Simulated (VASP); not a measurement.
Write the native input for VASP 6.6.1 that does the following.

```yaml
Task: single point
Functional: PBE
Potentials_or_basis: VASP PAW PBE potentials, release 64 (Ti_sv, Al)
Cutoff: 520 eV
k_mesh: 18 × 18 × 10
Occupations: gaussian, width 0.15 eV
Spin: no spin polarisation
Dipole_correction: no
Further_INCAR_settings: ALGO = Normal; EDIFF = 1e-06; NBANDS = 14
```

The structure of TiAl lies in POSCAR:

```
TiAl
1.0
    2.7369000000      0.0000000000      0.0000000000
   -1.3684500000      2.3702249276      0.0000000000
    0.0000000000      0.0000000000      4.6484095146
Ti Al
1 1
Direct
    0.0000000000      0.0000000000      0.0000000000
    0.3333333333      0.6666666667      0.5000000000
```

These files were run (other wordings do the same):

INCAR

```
SYSTEM = TiAl
PREC = Accurate ; ENCUT = 520
EDIFF = 1E-6 ; ISMEAR = 0
SIGMA = 0.15 ; LREAL = .FALSE.
LASPH = .TRUE. ; NELM = 60
ALGO = Normal ; ISIF = 2
LWAVE = .FALSE. ; LCHARG = .FALSE.
GGA = PE ; NBANDS = 14
```

KPOINTS

```
Automatic mesh
0
G
  18 18 10
  0 0 0
```

Potentials or basis: VASP PAW PBE potentials, release 64 (Ti_sv, Al).

Launch:

```sh
$ cat potpaw_PBE.64/Ti_sv/POTCAR potpaw_PBE.64/Al/POTCAR > POTCAR
$ mpirun -np 1 vasp_std > vasp.out
```

Results of the run:

```yaml
Pressure: 12.5 GPa
Band_gap_on_the_k_mesh: zero (an odd number of electrons rules out a gap without spin polarisation)
```

Caveat: the stress differs along the axes, from 7 to 15 GPa.

Run time: 100 s on 1 thread of Intel Xeon 8259CL, on a shared host, peak memory 0.22 GiB.
